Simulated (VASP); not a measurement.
Al3GaIr:

```
Al Ga Ir
1.0
     4.00956    0.00000    0.00000
     0.00000    4.00956    0.00000
     0.00000    0.00000    4.00956
Al Ga Ir
3 1 1
Cartesian
  0.0000 2.0048 0.0000
  0.0000 0.0000 2.0048
  2.0048 0.0000 0.0000
  0.0000 0.0000 0.0000
  2.0048 2.0048 2.0048
```

The cell was generated, and may not be a known phase.

| Quantity | Value |
| --- | --- |
| Program | VASP 6.6.1 |
| Task | relaxation of cell and atoms |
| Functional | PBE |
| Potentials or basis | VASP PAW PBE potentials, release 64 (Al, Ga_d, Ir) |
| Cutoff | 600 eV |
| k mesh | 4 × 4 × 4 |
| Occupations | gaussian, width 0.1 eV |
| Spin | no spin polarisation |

At the start: pressure 67.7 GPa; volume 12.89 Å³/atom.

Problem. Where does the relaxation end?

Solution. Over 4 steps the energy falls by 944.6 meV/atom and the volume is 19.54 Å³/atom (+51.6 %); space group Pm-3m (No. 221, to 0.1 Å) before and after.

Step by step:
```tsv
step	energy change (eV)	largest force (eV/Å)	pressure (GPa)	volume (Å³)
1	0.0000	0.0000	67.70	64.46
2	-3.4431	0.0000	-9.78	129.81
3	-4.7222	0.0000	0.43	96.74
4	-4.7232	0.0000	-0.17	97.69
```

Final structure:
```cif
data_structure
_symmetry_space_group_name_H-M 'P 1'
_symmetry_Int_Tables_number 1
_cell_length_a 4.6056
_cell_length_b 4.6056
_cell_length_c 4.6056
_cell_angle_alpha 90.000
_cell_angle_beta 90.000
_cell_angle_gamma 90.000
_cell_volume 97.69
loop_
_atom_site_label
_atom_site_type_symbol
_atom_site_fract_x
_atom_site_fract_y
_atom_site_fract_z
_atom_site_occupancy
Al1 Al 0.00000 0.50000 0.00000 1
Al2 Al 0.00000 0.00000 0.50000 1
Al3 Al 0.50000 0.00000 0.00000 1
Ga1 Ga 0.00000 0.00000 0.00000 1
Ir1 Ir 0.50000 0.50000 0.50000 1
```

Caveat: the k points lie up to 0.34 Å⁻¹ apart in the final cell, too coarse for converged energies and pressures of a metal; the volume moved by over 15 % at a fixed basis, so the end points are rough.
